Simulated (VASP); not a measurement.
# HfB2 (P6/mmm) in VASP: a series of runs, part 2 of 2

VASP 6.6.1. The steps go on from the part before.

**4. Single point, PBEsol**

This run uses another cell than the first one, of 9.90 Å³/atom, 1.087 times its volume.

File INCAR:

```
  PREC = Accurate
  ENCUT = 520
  EDIFF = 1E-6
  ISMEAR = -1
  SIGMA = 0.05
  LREAL = False
  LASPH = True
  NELM = 100
  ALGO = Normal
  ISIF = 2
  LWAVE = False
  LCHARG = False
  GGA = PS
  NBANDS = 15
```

File KPOINTS:

```
Automatic mesh
0
Gamma
  11 11 8
```

File POSCAR:

```
HfB2
1.0
    3.1400000000      0.0000000000      0.0000000000
   -1.5700000000      2.7193200000      0.0000000000
    0.0000000000      0.0000000000      3.4800000000
Hf B
1 2
Direct
    0.0000000000      0.0000000000      0.0000000000
    0.3333333333      0.6666666667      0.5000000000
    0.6666666667      0.3333333333      0.5000000000
```

Potentials or basis: VASP PAW PBE potentials, release 64 (Hf_pv, B).

The run is started by

```
$ cat potpaw_PBE.64/Hf_pv/POTCAR potpaw_PBE.64/B/POTCAR > POTCAR
$ mpirun -np 1 vasp_std > vasp.out
```

OUTCAR:

```text
PREC = Accurate
   ENCUT = 520
   EDIFF = 1E-6
   ISMEAR = -1
   LREAL = False
   LASPH = True
   NELM = 100
   ISIF = 2
   GGA = PS

 ion  position               nearest neighbor table
   1  0.000  0.000  0.000-   2 2.51   3 2.51   2 2.51   3 2.51   3 2.51   3 2.51   2 2.51   2 2.51
                             3 2.51   3 2.51   2 2.51   2 2.51
   2  0.333  0.667  0.500-   3 1.81   3 1.81   3 1.81   1 2.51   1 2.51   1 2.51   1 2.51   1 2.51
                             1 2.51
   3  0.667  0.333  0.500-   2 1.81   2 1.81   2 1.81   1 2.51   1 2.51   1 2.51   1 2.51   1 2.51
                             1 2.51

  LATTYP: Found a hexagonal cell.
 ALAT       =     3.1400000000
 C/A-ratio  =     1.1082802548

  Lattice vectors:

 A1 = (   3.1400000000,   0.0000000000,   0.0000000000)
 A2 = (  -1.5700000000,   2.7193200000,   0.0000000000)
 A3 = (   0.0000000000,   0.0000000000,   3.4800000000)

Analysis of symmetry for initial positions (statically):
=====================================================================
 Subroutine PRICEL returns:
 Original cell was already a primitive cell.

 Routine SETGRP: Setting up the symmetry group for a
 hexagonal supercell.

[... 186 lines left out ...]
     10      11.5421      0.00000
     11      12.2140      0.00000
     12      12.2140      0.00000
     13      12.5503      0.00000
     14      12.5503      0.00000
[... 401 lines left out ...]
      2     -22.8787      2.00000
      3     -22.6172      2.00000
      4      -4.7988      2.00000
      5       2.2827      2.00000
      6       3.3350      2.00000
      7       4.0642      2.00000
      8       6.1848      2.00000
      9       8.3825      0.00000
     10      10.9885      0.00000
     11      11.7845      0.00000
     12      12.5558      0.00000
     13      13.8671      0.00000
     14      14.5710      0.00000
     15      16.1574      0.00000

 [... further k-points ...]

------------------------ aborting loop because EDIFF is reached ----------------------------------------

  FORCE on cell =-STRESS in cart. coord.  units (eV):
  Direction    XX          YY          ZZ          XY          YZ          ZX
  --------------------------------------------------------------------------------------
  -------------------------------------------------------------------------------------
  Total       -0.7635708     -0.7635710     -0.9729898      0.0000000     -0.0000000      0.0000000
  in kB      -41.1709325    -41.1709395    -52.4625825      0.0000000     -0.0000000      0.0000000
  external PRESSURE =     -44.9348182 kB  Pullay stress =       0.0000000 kB

 VOLUME and BASIS-vectors are now :
 -----------------------------------------------------------------------------
  energy-cutoff  :      520.00
  volume of cell :       29.71
      direct lattice vectors                 reciprocal lattice vectors
     3.140000000  0.000000000  0.000000000     0.318471338  0.183869497  0.000000000
    -1.570000000  2.719320000  0.000000000     0.000000000  0.367738994  0.000000000
     0.000000000  0.000000000  3.480000000     0.000000000  0.000000000  0.287356322

 POSITION                                       TOTAL-FORCE (eV/Angst)
 -----------------------------------------------------------------------------------
      0.00000      0.00000      0.00000        -0.000000      0.000000      0.000000
     -0.00000      1.81288      1.74000        -0.000000      0.000000      0.000000
      1.57000      0.90644      1.74000         0.000000     -0.000000      0.000000
 -----------------------------------------------------------------------------------
    total drift:                               -0.000000      0.000000      0.000000

  FREE ENERGIE OF THE ION-ELECTRON SYSTEM (eV)
  ---------------------------------------------------
  free  energy   TOTEN  =       -27.8622602756 eV

  energy  without entropy=      -27.8609847588  energy(sigma->0) =      -27.86162252
```

stdout:

```text
POSCAR found type information on POSCAR HfB
 POSCAR found :  2 types and       3 ions
 scaLAPACK will be used
 -----------------------------------------------------------------------------
|                                                                             |
|                                                                             |
|     You enforced a specific xc type in the INCAR file but a different       |
|     I HOPE YOU KNOW WHAT YOU ARE DOING!                                     |
|                                                                             |
 -----------------------------------------------------------------------------

 LDA part: xc-table for (Slater+PW92), standard interpolation
 POSCAR, INCAR and KPOINTS ok, starting setup
 FFT: planning ... GRIDC
 FFT: planning ... GRID_SOFT
 FFT: planning ... GRID
 WAVECAR not read
 entering main loop
```

It took 16 s on 1 thread of AMD EPYC 9R45 (Zen 5), shared host; peak memory 0.14 GiB.

What came out:

* Free energy: -27.8623 eV
* Pressure: -4.5 GPa
* Band gap on the k mesh: zero (band 8 reaches 8.11 eV, above the bottom of band 9 at 7.03 eV)

Stress tensor (GPa, compression positive):
```
-4.12  0.00  0.00
 0.00 -4.12  0.00
 0.00  0.00 -5.25
```

Levels at points of the mesh, in eV from the Fermi level:
```tsv
k point	band 6	band 7	band 8	band 9	band 10	band 11
(0.00, 0.00, 0.00)	-2.75	-2.75	-2.61	4.13	4.13	4.80
(0.00, 0.00, 0.50)	-1.02	-1.02	0.43	0.43	1.11	1.11
```

Caveat: the PAW data sets were made with another functional, which shifts forces and pressure a little; spin-orbit coupling is left out, which moves the levels of the heavy elements.

**5. Single point, PBEsol**

This run uses another cell than the first one, of 10.30 Å³/atom, 1.130 times its volume.

File INCAR:

```
PREC = Accurate ; ENCUT = 520
EDIFF = 1E-6 ; ISMEAR = -1
SIGMA = 0.05 ; LREAL = False
LASPH = True ; NELM = 100
ALGO = Normal ; ISIF = 2
LWAVE = False ; LCHARG = False
GGA = PS ; NBANDS = 15
```

File KPOINTS:

```
regular mesh
0
Gamma
  11 11 8
```

File POSCAR:

```
HfB2
1.0
    3.1813205280      0.0000000000      0.0000000000
   -1.5906602640      2.7551046300      0.0000000000
    0.0000000000      0.0000000000      3.5257947253
Hf B
1 2
Direct
    0.0000000000      0.0000000000      0.0000000000
    0.3333333333      0.6666666667      0.5000000000
    0.6666666667      0.3333333333      0.5000000000
```

The run is started by

```
$ cat potpaw_PBE.64/Hf_pv/POTCAR potpaw_PBE.64/B/POTCAR > POTCAR
$ mpirun -np 1 vasp_std > vasp.out
```

Wall time 15 s (1 thread of AMD EPYC 9R45 (Zen 5), shared host); peak memory 0.14 GiB.

The run converged. Its results:

- Free energy: -27.7949 eV
- Pressure: -13.5 GPa
- Band gap on the k mesh: zero (band 8 reaches 7.78 eV, above the bottom of band 9 at 6.75 eV)

Levels at points of the mesh, in eV from the Fermi level:
| k point | band 4 | band 5 | band 6 | band 7 | band 8 | band 9 | band 10 | band 11 | band 12 | band 13 |
| --- | --- | --- | --- | --- | --- | --- | --- | --- | --- | --- |
| (0.00, 0.00, 0.00) | -13.37 | -2.81 | -2.68 | -2.68 | -2.63 | 3.93 | 3.93 | 4.58 | 4.58 | 4.90 |
| (0.00, 0.00, 0.50) | -11.09 | -8.10 | -1.02 | -1.02 | 0.41 | 0.41 | 1.07 | 1.07 | 2.23 | 5.12 |

Caveat: the PAW data sets were made with another functional, which shifts forces and pressure a little; spin-orbit coupling is left out, which moves the levels of the heavy elements.

**6. Single point, PBEsol**

This run uses another cell than the first one, of 10.70 Å³/atom, 1.174 times its volume.

File INCAR:

```
SYSTEM = HfB2
  PREC = Accurate
  ENCUT = 520
  EDIFF = 1E-6
  ISMEAR = -1
  SIGMA = 0.05
  LREAL = .FALSE.
  LASPH = .TRUE.
  NELM = 80
  ALGO = Normal
  ISIF = 2
  LWAVE = .FALSE.
  LCHARG = .FALSE.
  GGA = PS
  NBANDS = 15
```

File KPOINTS:

```
Automatic mesh
0
G
  11 11 8
  0 0 0
```

File POSCAR:

```
HfB2
1.0
    3.2215946835      0.0000000000      0.0000000000
   -1.6107973418      2.7899830748      0.0000000000
    0.0000000000      0.0000000000      3.5704297767
Hf B
1 2
Direct
    0.0000000000      0.0000000000      0.0000000000
    0.3333333333      0.6666666667      0.5000000000
    0.6666666667      0.3333333333      0.5000000000
```

Potentials or basis: VASP PAW PBE potentials, release 64 (Hf_pv, B).

The run is started by

```
$ cat potpaw_PBE.64/Hf_pv/POTCAR potpaw_PBE.64/B/POTCAR > POTCAR
$ mpirun -np 1 vasp_std > vasp.out
```

OUTCAR:

```text
SYSTEM = HfB2
   PREC = Accurate
   ENCUT = 520
   EDIFF = 1E-6
   ISMEAR = -1
   LREAL = .FALSE.
   LASPH = .TRUE.
   NELM = 80
   ISIF = 2
   GGA = PS

 ion  position               nearest neighbor table
   1  0.000  0.000  0.000-   2 2.58   3 2.58   2 2.58   3 2.58   3 2.58   3 2.58   2 2.58   2 2.58
                             3 2.58   3 2.58   2 2.58   2 2.58
   2  0.333  0.667  0.500-   3 1.86   3 1.86   3 1.86   1 2.58   1 2.58   1 2.58   1 2.58   1 2.58
                             1 2.58
   3  0.667  0.333  0.500-   2 1.86   2 1.86   2 1.86   1 2.58   1 2.58   1 2.58   1 2.58   1 2.58
                             1 2.58

  LATTYP: Found a hexagonal cell.
 ALAT       =     3.2215946835
 C/A-ratio  =     1.1082802548

  Lattice vectors:

 A1 = (   3.2215946835,   0.0000000000,   0.0000000000)
 A2 = (  -1.6107973418,   2.7899830748,   0.0000000000)
 A3 = (   0.0000000000,   0.0000000000,   3.5704297767)

Analysis of symmetry for initial positions (statically):
=====================================================================
 Subroutine PRICEL returns:
 Original cell was already a primitive cell.

 Routine SETGRP: Setting up the symmetry group for a
 hexagonal supercell.

[... 187 lines left out ...]
     11      11.2175      0.00000
     12      11.2175      0.00000
     13      11.4499      0.00000
     14      11.6413      0.00000
[... 401 lines left out ...]
      2     -23.7209      2.00000
      3     -23.5243      2.00000
      4      -5.0486      2.00000
      5       1.8677      2.00000
      6       2.8870      2.00000
      7       3.5877      2.00000
      8       5.6901      2.00000
      9       7.7307      0.00000
     10      10.0880      0.00000
     11      10.8411      0.00000
     12      11.4539      0.00000
     13      12.7219      0.00000
     14      13.3672      0.00000
     15      14.7434      0.00000

 [... further k-points ...]

------------------------ aborting loop because EDIFF is reached ----------------------------------------

  FORCE on cell =-STRESS in cart. coord.  units (eV):
  Direction    XX          YY          ZZ          XY          YZ          ZX
  --------------------------------------------------------------------------------------
  -------------------------------------------------------------------------------------
  Total       -4.2588983     -4.2588990     -4.0303806      0.0000000     -0.0000000      0.0000000
  in kB     -212.6252756   -212.6253119   -201.2165403      0.0000000     -0.0000000      0.0000000
  external PRESSURE =    -208.8223760 kB  Pullay stress =       0.0000000 kB

 VOLUME and BASIS-vectors are now :
 -----------------------------------------------------------------------------
  energy-cutoff  :      520.00
  volume of cell :       32.09
      direct lattice vectors                 reciprocal lattice vectors
     3.221594683  0.000000000  0.000000000     0.310405280  0.179212557  0.000000000
    -1.610797342  2.789983075  0.000000000     0.000000000  0.358425113  0.000000000
     0.000000000  0.000000000  3.570429777     0.000000000  0.000000000  0.280078327

 POSITION                                       TOTAL-FORCE (eV/Angst)
 -----------------------------------------------------------------------------------
      0.00000      0.00000      0.00000        -0.000000      0.000000      0.000000
     -0.00000      1.85999      1.78521         0.000000      0.000000      0.000000
      1.61080      0.92999      1.78521        -0.000000      0.000000     -0.000000
 -----------------------------------------------------------------------------------
    total drift:                               -0.000000      0.000000      0.000000

  FREE ENERGIE OF THE ION-ELECTRON SYSTEM (eV)
  ---------------------------------------------------
  free  energy   TOTEN  =       -27.6669241146 eV

  energy  without entropy=      -27.6654367312  energy(sigma->0) =      -27.66618042
```

OSZICAR:

```text
N       E                     dE             d eps       ncg     rms          rms(c)
DAV:   1     0.252607292362E+02    0.25261E+02   -0.79660E+03  2408   0.998E+02
DAV:   2    -0.283008600782E+02   -0.53562E+02   -0.50170E+02  3261   0.216E+02
DAV:   3    -0.297889327513E+02   -0.14881E+01   -0.14828E+01  3149   0.262E+01
DAV:   4    -0.297957311239E+02   -0.67984E-02   -0.67971E-02  2869   0.221E+00
DAV:   5    -0.297957785492E+02   -0.47425E-04   -0.47425E-04  3128   0.162E-01    0.470E+01
DAV:   6    -0.277731721535E+02    0.20226E+01   -0.25230E+00  2869   0.110E+01    0.347E+01
DAV:   7    -0.277176240288E+02    0.55548E-01   -0.77963E-01  3023   0.631E+00    0.109E+01
DAV:   8    -0.276705872340E+02    0.47037E-01   -0.18685E-01  2779   0.313E+00    0.133E+00
DAV:   9    -0.276671473513E+02    0.34399E-02   -0.16453E-02  2764   0.990E-01    0.379E-01
DAV:  10    -0.276669191997E+02    0.22815E-03   -0.75335E-04  2960   0.226E-01    0.227E-01
DAV:  11    -0.276669266361E+02   -0.74364E-05   -0.60880E-05  2946   0.576E-02    0.107E-01
DAV:  12    -0.276669240938E+02    0.25423E-05   -0.38309E-06  2701   0.143E-02    0.656E-03
DAV:  13    -0.276669241146E+02   -0.20841E-07   -0.18858E-07  1312   0.351E-03
   1 F= -.27666924E+02 E0= -.27666180E+02  d E =-.148738E-02
```

Wall time 14 s (1 thread of AMD EPYC 9R45 (Zen 5), shared host); peak memory 0.14 GiB.

What came out:

```yaml
Free_energy: -27.6669 eV
Pressure: -20.9 GPa
Band_gap_on_the_k_mesh: zero (band 8 reaches 7.47 eV, above the bottom of band 9 at 6.49 eV)
```

Stress tensor (GPa, compression positive):
```
-21.26   0.00   0.00
  0.00 -21.26   0.00
  0.00   0.00 -20.12
```

Levels at points of the mesh, in eV from the Fermi level:
```csv
k point,band 6,band 7,band 8,band 9,band 10,band 11
"(0.00, 0.00, 0.00)",-2.64,-2.61,-2.61,3.74,3.74,4.38
"(0.00, 0.00, 0.50)",-1.01,-1.01,0.39,0.39,1.03,1.03
```

Caveat: the PAW data sets were made with another functional, which shifts forces and pressure a little; spin-orbit coupling is left out, which moves the levels of the heavy elements.

**7. The runs side by side**

| cell | gap on the mesh (eV) | pressure (GPa) |
| --- | --- | --- |
| a = 3.054, b = 3.054, c = 3.385 Å, angles 90.0, 90.0, 120.0°, 3 atoms | none | 19.9 |
| a = 3.098, b = 3.098, c = 3.433 Å, angles 90.0, 90.0, 120.0°, 3 atoms | none | 6.5 |
| a = 3.140, b = 3.140, c = 3.480 Å, angles 90.0, 90.0, 120.0°, 3 atoms | none | -4.5 |
| a = 3.181, b = 3.181, c = 3.526 Å, angles 90.0, 90.0, 120.0°, 3 atoms | none | -13.5 |
| a = 3.222, b = 3.222, c = 3.570 Å, angles 90.0, 90.0, 120.0°, 3 atoms | none | -20.9 |

Alike in all rows: task single point; level PBEsol; potentials or basis VASP PAW PBE potentials, release 64 (Hf_pv, B); no spin polarisation; k mesh 11 × 11 × 8; cutoff (eV) 520; smearing fermi-dirac 0.05 eV.

Caveats: the PAW data sets were made with another functional, which shifts forces and pressure a little; spin-orbit coupling is left out, which moves the levels of the heavy elements.

Total energies depend on the potentials used, so only differences within one code and one set of settings carry meaning.
